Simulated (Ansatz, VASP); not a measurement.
# One calculation of Ni, two programs

```
CELL_PARAMETERS angstrom
0.00000 3.52706 3.52706
1.76353 0.00000 1.76353
1.76353 1.76353 0.00000
ATOMIC_POSITIONS crystal
Ni 0.00000 0.00000 0.00000
Ni 0.50000 0.00000 0.00000
```

Alike in both runs: task single point; functional LDA; k mesh 7 × 14 × 14; occupations fermi-dirac, width 0.05 eV; collinear spin.

|  | VASP | Ansatz |
| --- | --- | --- |
| version | VASP 6.6.1 | Ansatz 0.2.0 |
| potentials or method | VASP PAW LDA potentials, release 64 (Ni), cutoff 520 eV | PAW, plane waves, scalar-relativistic |
| valence electrons in the cell | 20 | 36 |

```csv
,VASP,Ansatz,Ansatz less VASP
pressure (GPa),-19.0,-19.2,-0.18
net moment per atom (μB),0.00,0.00,0.000
size of the moment on the site where the two differ most (μB),0.06,0.15,+0.085
```

LDA's correlation is that of Perdew and Zunger in VASP and of Perdew and Wang (1992) in Ansatz. Site moments also hang on the region over which each program counts them. VASP's potentials hold 20 valence electrons a cell and Ansatz's 36, so a difference there can come from the potentials and not from the codes. Ansatz's warnings: seeded moment not kept.
